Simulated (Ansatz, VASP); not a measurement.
One calculation of Co, two programs

```xyz
2
Lattice="2.4690 0.0000 0.0000 -1.2345 2.1382 0.0000 0.0000 0.0000 3.9932" Properties=species:S:1:pos:R:3 pbc="T T T"
Co    0.0000    1.4255    0.9983
Co    1.2345    0.7127    2.9949
```

Alike in both runs: functional PBE; dispersion D3(BJ); k mesh 18 × 18 × 10; occupations gaussian, width 0.1 eV; collinear spin.

Ansatz relaxed the structure, and its values are those at the end. VASP's run is a single point on that final structure, the one shown.

```csv
,VASP,Ansatz
version,VASP 6.6.1,Ansatz 0.2.0
potentials or method,"VASP PAW PBE potentials, release 64 (Co), cutoff 520 eV","scalar-relativistic, plane waves, PAW"
valence electrons in the cell,18,34
```

Ansatz gave:

- gap on the k mesh at the Fermi level (eV): none
- pressure (GPa): 0.0
- net moment per atom (μB): 1.59
- size of the moment on the site where the two differ most (μB): 1.66

Problem. What did VASP give for the same quantities?

Solution. gap on the k mesh at the Fermi level (eV): none; pressure (GPa): -0.9; net moment per atom (μB): 1.58; size of the moment on the site where the two differ most (μB): 1.59.

Site moments also hang on the region over which each program counts them. A gap of «none» marks a metal or a gap that the smearing closes. VASP's potentials hold 18 valence electrons a cell and Ansatz's 34, so a difference there can come from the potentials and not from the codes.
